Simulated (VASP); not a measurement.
# Li3F2 (Fmm2) in VASP: a series of runs

Runs on Li3F2. Level: PBE. Tasks: single point, relaxation of cell and atoms.

Program: VASP 6.6.1. These are calculated values, not measurements. Logs are shortened: lines on timing, memory, paths and dates and some standing lists are left out, and cuts for length are marked.

### 1 The cell of the first run

The structure is orthorhombic, space group Fmm2 (No. 42). Conventional cell: a = 3.856 Å, b = 12.687 Å, c = 4.744 Å, α = 90.00°, β = 90.00°, γ = 90.00°. Li (site symmetry mm2) has 2 F at 2.17 Å and 10 Li at 2.96 to 3.06 Å within 3.1 Å. Within 2.6 Å of Li (site symmetry m) lie 4 F at 1.96 to 1.99 Å. Within 2.6 Å of F (site symmetry m) lie 5 Li at 1.96 to 2.17 Å.

The cell was generated, and may not be a known phase.

### 2 Single point, PBE

File INCAR:

```
ALGO = Normal
EDIFF = 1E-6
ENCUT = 520
GGA = PE
ISIF = 2
ISMEAR = 0
LASPH = T
LCHARG = T
LELF = T
LREAL = F
LVHAR = T
LWAVE = F
NBANDS = 20
NELM = 100
PREC = Accurate
SIGMA = 0.1
```

File KPOINTS:

```
k-points
0
Gamma
  6 6 6
```

File POSCAR:

```
Li3F2
1.0
    1.9282398670     -2.3720719107      0.0000048577
    1.9282398670      2.3720719107      0.0000048577
   -1.9282340763      0.0000000000      6.3433977145
Li F
3 2
Direct
    0.0152935267     -0.0152935267      0.0000000000
    0.2772307776      0.3723677805      0.6495785023
    0.6276322195      0.7227692224      0.3504214977
    0.8689381934      0.7890947172      0.6580362238
    0.2109052828      0.1310618066      0.3419637762
```

Potentials or basis: VASP PAW PBE potentials, release 64 (Li_sv, F).

Run with:

```
cat potpaw_PBE.64/Li_sv/POTCAR potpaw_PBE.64/F/POTCAR > POTCAR
mpirun -np 1 vasp_std > vasp.out
```

OUTCAR:

```text
EDIFF = 1E-6
   ENCUT = 520
   GGA = PE
   ISIF = 2
   ISMEAR = 0
   LASPH = T
   LREAL = F
   NELM = 100
   PREC = Accurate

 ion  position               nearest neighbor table
   1  0.015  0.985  0.000-   4 2.17   5 2.17
   2  0.277  0.372  0.650-   4 1.96   4 1.97   4 1.97   5 1.99
   3  0.628  0.723  0.350-   5 1.96   5 1.97   5 1.97   4 1.99
   4  0.869  0.789  0.658-   2 1.96   2 1.97   2 1.97   3 1.99   1 2.17
   5  0.211  0.131  0.342-   3 1.96   3 1.97   3 1.97   2 1.99   1 2.17

  LATTYP: Found a face centered orthorhombic cell.
 ALAT       =     3.8564797340
 B/A-ratio  =     1.2301747056
 C/A-ratio  =     3.2897372784

  Lattice vectors:

 A1 = (   0.0000057907,   2.3720719107,   6.3434025722)
 A2 = (   1.9282456577,   0.0000000000,   6.3434074299)
 A3 = (   1.9282398670,   2.3720719107,   0.0000048577)

Analysis of symmetry for initial positions (statically):
=====================================================================
 Subroutine PRICEL returns:
 Original cell was already a primitive cell.

 Routine SETGRP: Setting up the symmetry group for a
 face centered orthorhombic supercell.

 Subroutine GETGRP returns: Found  2 space group operations
 (whereof  2 operations were pure point group operations)
 out of a pool of  8 trial point group operations.

The static configuration has the point symmetry C_2 .

Analysis of symmetry for dynamics (positions and initial velocities):
=====================================================================
 Subroutine PRICEL returns:
 Original cell was already a primitive cell.

 Routine SETGRP: Setting up the symmetry group for a
 face centered orthorhombic supercell.

 Subroutine GETGRP returns: Found  2 space group operations
 (whereof  2 operations were pure point group operations)
 out of a pool of  8 trial point group operations.

The dynamic configuration has the point symmetry C_2 .

 Subroutine INISYM returns: Found  2 space group operations
 (whereof  2 operations are pure point group operations),
 and found     1 'primitive' translations

----------------------------------------------------------------------------------------

                                     Primitive cell

  volume of cell :      58.0285

  direct lattice vectors                    reciprocal lattice vectors
     1.928239867 -2.372071911  0.000004858     0.259303640 -0.210786190  0.078821814
     1.928239867  2.372071911  0.000004858     0.259303640  0.210786190  0.078821814
    -1.928234076  0.000000000  6.343397715    -0.000000397  0.000000000  0.157644102

  length of vectors
     3.056932144  3.056932144  6.629991042     0.343339590  0.343339590  0.157644102

  position of ions in fractional coordinates (direct lattice)
     0.015293527  0.984706473  0.000000000
     0.277230778  0.372367780  0.649578502
     0.627632220  0.722769222  0.350421498
     0.868938193  0.789094717  0.658036224
     0.210905283  0.131061807  0.341963776

  ion indices of the primitive-cell ions
   primitive index   ion index
                 1           1
                 2           2
                 3           3
                 4           4
                 5           5

----------------------------------------------------------------------------------------

 KPOINTS: k-points

Automatic generation of k-mesh.
 Grid dimensions read from file:
 generate k-points for:    6    6    6

 Generating k-lattice:

  Cartesian coordinates                     Fractional coordinates (reciprocal lattice)
     0.043217273 -0.035131032  0.013136969     0.166666667  0.000000000  0.000000000
     0.043217273  0.035131032  0.013136969     0.000000000  0.166666667  0.000000000
    -0.000000066  0.000000000  0.026274017     0.000000000  0.000000000  0.166666667

  Length of vectors
     0.057223265  0.057223265  0.026274017

  Shift w.r.t. Gamma in fractional coordinates (k-lattice)
     0.000000000  0.000000000  0.000000000

 Subroutine IBZKPT returns following result:
 ===========================================

 Found     68 irreducible k-points:

 Following reciprocal coordinates:
            Coordinates               Weight
  0.000000  0.000000  0.000000      1.000000
  0.166667 -0.000000  0.000000      4.000000
 -0.000000  0.166667 -0.166667      4.000000
  0.333333  0.000000  0.000000      4.000000
  0.000000  0.333333 -0.333333      4.000000
  0.500000  0.000000  0.000000      2.000000
[... 16 lines left out ...]
  0.000000  0.000000  0.166667      2.000000
  0.166667 -0.000000  0.166667      4.000000
 [... further k-points ...]
   k-points           NKPTS =     68   k-points in BZ     NKDIM =     68   number of bands    NBANDS=     20
   number of dos      NEDOS =    301   number of ions     NIONS =      5
   total plane-waves  NPLWV =  28800
   dimension x,y,z NGX =    24 NGY =   24 NGZ =   50
   dimension x,y,z NGXF=    48 NGYF=   48 NGZF=  100
   ions per type =               3   2
   NGX,Y,Z   is equivalent  to a cutoff of  13.05, 13.05, 12.54 a.u.
   NGXF,Y,Z  is equivalent  to a cutoff of  26.10, 26.10, 25.07 a.u.
 SYSTEM =  unknown system
   PREC   = accura    normal or accurate (medium, high low for compatibility)
   ISTART =      0    job   : 0-new  1-cont  2-samecut
   ICHARG =      2    charge: 1-file 2-atom 10-const
   ISPIN  =      1    spin polarized calculation?
   LNONCOLLINEAR =      F non collinear calculations
   LSORBIT =      F    spin-orbit coupling
   LASPH  =      T    aspherical Exc in radial PAW
   ENCUT  =  520.0 eV  38.22 Ry    6.18 a.u.   5.68  5.68 12.33*2*pi/ulx,y,z
   NELM   =    100;   NELMIN=  2; NELMDL= -5     # of ELM steps
   EDIFF  = 0.1E-05   stopping-criterion for ELM
   LREAL  =      F    real-space projection
   EDIFFG = 0.1E-04   stopping-criterion for IOM
   NSW    =      0    number of steps for IOM
   IBRION =     -1    ionic relax: 0-MD 1-quasi-New 2-CG
   NFREE  =      0    steps in history (QN), initial steepest desc. (CG)
   ISIF   =      2    stress and relaxation
   ISYM   =      2    0-nonsym 1-usesym 2-fastsym
   POTIM  = 0.5000    time-step for ionic-motion
   TEBEG  =    0.0;   TEEND  =   0.0 temperature during run
   PSTRESS=    0.0 pullay stress
   NELECT =      23.0000    total number of electrons
   NUPDOWN=      -1.0000    fix difference up-down
   EMIN   =  10.00;   EMAX   =-10.00  energy-range for DOS
   EFERMI =   0.00;   METHOD = LEGACY
   ISMEAR =     0;   SIGMA  =   0.10  broadening in eV -4-tet -1-fermi 0-gaus
   EFERMI_NEDOS =   21; number of points for ismear=-14 and -15
   IALGO  =     38    algorithm
   IMIX   =      4    mixing-type and parameters
     AMIX     =   0.40;   BMIX     =  1.00
     AMIX_MAG =   1.60;   BMIX_MAG =  1.00
  volume/ion in A,a.u.               =      11.61        78.32
  Fermi-wavevector in a.u.,A,eV,Ry     =   1.202552  2.272493 19.675798  1.446130
  Thomas-Fermi vector in A             =   2.338330
   LORBIT       =      0    0 simple, 1 ext, 2 COOP (PROOUT), +10 PAW based schemes
   GGA     = PE    functional components
   LHFCALC =     F    Hartree Fock is set to
   AEXX    =    0.0000 exact exchange contribution
   IVDW    =     0    specifies the selected vdW correction
   LEPSILON=     F    determine dielectric tensor
   LRPA    =     F    only Hartree local field effects (RPA)
 non-spin polarized calculation
 Gauss-broadening in eV      SIGMA  =   0.10
  energy-cutoff  :      520.00
  volume of cell :       58.03
 maximum number of plane-waves:      1580
   NGX = 11   NGY = 11   NGZ = 25

 number of electron      23.0000009 magnetization

 Free energy of the ion-electron system (eV)
  ---------------------------------------------------
  ext. energy  EPLUGINS =         0.00000000
  ---------------------------------------------------
  free energy    TOTEN  =       -20.44284652 eV

  energy without entropy =      -20.43819687  energy(sigma->0) =      -20.44052170

 E-fermi :   2.9047     XC(G=0):  -8.4805

 val. band max:        2.6659079356   @ k =   0.1667  -0.3333   0.1667
 cond. band min:       2.9098378865   @ k =   0.3333   0.1667   0.1667
 fundamental gap:      0.2439299510
 Fermi energy:         2.9046734874

 k-point     1 :       0.0000    0.0000    0.0000
  band No.  band energies     occupation
      1     -44.0404      2.00000
      2     -43.9334      2.00000
      3     -43.8963      2.00000
      4     -22.4520      2.00000
      5     -22.1620      2.00000
      6      -4.9233      2.00000
[... 12 lines left out ...]
     19      13.9959      0.00000
     20      14.3524      0.00000

 k-point     2 :       0.1667   -0.0000    0.0000
  band No.  band energies     occupation
      1     -44.0385      2.00000
      2     -43.9286      2.00000
      3     -43.8962      2.00000
      4     -22.4200      2.00000
      5     -22.1674      2.00000
      6      -4.7904      2.00000
[... 12 lines left out ...]
     19      14.2833      0.00000
     20      15.7800      0.00000

 k-point     3 :      -0.0000    0.1667   -0.1667
  band No.  band energies     occupation
      1     -44.0385      2.00000
      2     -43.9286      2.00000
      3     -43.8962      2.00000
      4     -22.4200      2.00000
      5     -22.1674      2.00000
      6      -4.7904      2.00000
[... 12 lines left out ...]
     19      14.2835      0.00000
     20      15.7800      0.00000

 k-point     4 :       0.3333    0.0000    0.0000
  band No.  band energies     occupation
      1     -44.0348      2.00000
      2     -43.9167      2.00000
      3     -43.8978      2.00000
      4     -22.3402      2.00000
      5     -22.1926      2.00000
      6      -4.6257      2.00000
[... 429 lines left out ...]
 k-point    23 :       0.0000    0.0000    0.1667
  band No.  band energies     occupation
      1     -44.0403      2.00000
      2     -43.9337      2.00000
      3     -43.8961      2.00000
      4     -22.4534      2.00000
      5     -22.1608      2.00000
      6      -4.9125      2.00000
[... 12 lines left out ...]
     19      14.4194      0.00000
     20      14.5670      0.00000

 k-point    24 :       0.1667   -0.0000    0.1667
  band No.  band energies     occupation
      1     -44.0384      2.00000
      2     -43.9289      2.00000
      3     -43.8959      2.00000
      4     -22.4221      2.00000
      5     -22.1651      2.00000
      6      -4.7815      2.00000
[... 12 lines left out ...]
     19      14.5561      0.00000
     20      15.2378      0.00000

 [... further k-points ...]

------------------------ aborting loop because EDIFF is reached ----------------------------------------

  FORCE on cell =-STRESS in cart. coord.  units (eV):
  Direction    XX          YY          ZZ          XY          YZ          ZX
  --------------------------------------------------------------------------------------
  -------------------------------------------------------------------------------------
  Total       -0.1210669     -0.0987687     -0.0108288      0.0000000      0.0000000     -0.0002872
  in kB       -3.3426812     -2.7270238     -0.2989863      0.0000000      0.0000000     -0.0079283
  external PRESSURE =      -2.1228971 kB  Pullay stress =       0.0000000 kB

 VOLUME and BASIS-vectors are now :
 -----------------------------------------------------------------------------
  energy-cutoff  :      520.00
  volume of cell :       58.03
      direct lattice vectors                 reciprocal lattice vectors
     1.928239867 -2.372071911  0.000004858     0.259303640 -0.210786190  0.078821814
     1.928239867  2.372071911  0.000004858     0.259303640  0.210786190  0.078821814
    -1.928234076  0.000000000  6.343397715    -0.000000397  0.000000000  0.157644102

 POSITION                                       TOTAL-FORCE (eV/Angst)
 -----------------------------------------------------------------------------------
      1.92824      2.29952      0.00000         0.000000      0.000152     -0.000000
      0.00004      0.22567      4.12054        -0.000094     -0.002922      0.006149
      1.92820      0.22567      2.22287         0.000094     -0.002922     -0.006149
      1.92824     -0.18939      4.17419        -0.000875      0.002846      0.000610
      0.00001     -0.18939      2.16921         0.000875      0.002846     -0.000610
 -----------------------------------------------------------------------------------
    total drift:                               -0.000000      0.001292      0.000000

  FREE ENERGIE OF THE ION-ELECTRON SYSTEM (eV)
  ---------------------------------------------------
  free  energy   TOTEN  =       -20.4428465219 eV

  energy  without entropy=      -20.4381968715  energy(sigma->0) =      -20.44052170
```

Run time: 25 s. Hardware: 1 thread of Intel Xeon 6975P-C (Granite Rapids), shared host; peak memory 0.19 GiB.

Results:

```yaml
Free_energy: -20.4428 eV
Largest_force: 0.007 eV/Å
Band_gap_on_the_k_mesh: zero (an odd number of electrons rules out a gap without spin polarisation)
```

Forces in eV/Å, atoms in the order of the input:
```
Li   0.000  0.000  0.000
Li   0.000 -0.003  0.006
Li   0.000 -0.003 -0.006
F   -0.001  0.003  0.001
F    0.001  0.003 -0.001
```

Levels at points of the mesh, in eV from the Fermi level:
```
           k point  band 9  band 10  band 11  band 12  band 13  band 14
(0.00, 0.00, 0.00)   -6.24    -6.23    -6.00    -1.55     2.72     4.62
(0.50, 0.00, 0.00)   -6.57    -6.20    -6.19     0.11     3.06     4.61
(0.00, 0.50, 0.50)   -6.57    -6.20    -6.19     0.11     3.06     4.61
(0.50, 0.50, 0.00)   -6.92    -6.87    -6.39     2.10     3.94     4.87
(0.00, 0.00, 0.50)   -6.24    -6.23    -6.00    -1.24     1.72     6.25
(0.50, 0.50, 0.50)   -6.91    -6.90    -6.33     2.15     4.11     4.85
```

Caveat: the cutoff is under 1.25 times the usual one of these potentials, so pressure, stress and relaxed cells hold a basis-set (Pulay) error.

(Continued in part 2 of 2.)

The gap in the log of VASP goes by the Fermi energy; the results here count the filled bands.